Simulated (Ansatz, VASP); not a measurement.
# B in VASP and in Ansatz

```
CELL_PARAMETERS angstrom
-1.56340 1.56340 2.72630
1.56340 -1.56340 2.72630
1.56340 1.56340 -2.72630
ATOMIC_POSITIONS crystal
B 0.34600 0.34600 0.00000
B 0.75000 0.25000 0.50000
B 0.65400 0.65400 0.00000
```

Alike in both runs: functional PBE; k mesh 8 × 8 × 8; occupations gaussian, width 0.1 eV; no spin polarisation.

Ansatz relaxed the structure, and its values are those at the end. VASP's run is a single point on that final structure, the one shown.

|  | VASP | Ansatz |
| --- | --- | --- |
| version | VASP 6.6.1 | Ansatz 0.2.0 |
| potentials or method | VASP PAW PBE potentials, release 64 (B), cutoff 520 eV | scalar-relativistic, plane waves, PAW |
| valence electrons in the cell | 9 | 9 |

|  | VASP | Ansatz | Ansatz less VASP |
| --- | --- | --- | --- |
| gap on the k mesh at the Fermi level (eV) | none | none | - |
| pressure (GPa) | 0.2 | 0.2 | -0.02 |
| rms of the force components (eV/Å) | 0.014 | 0.011 | -0.0032 |

A gap of «none» marks a metal or a gap that the smearing closes. The functional is the same, so the differences come from potentials, cutoffs and numerics.
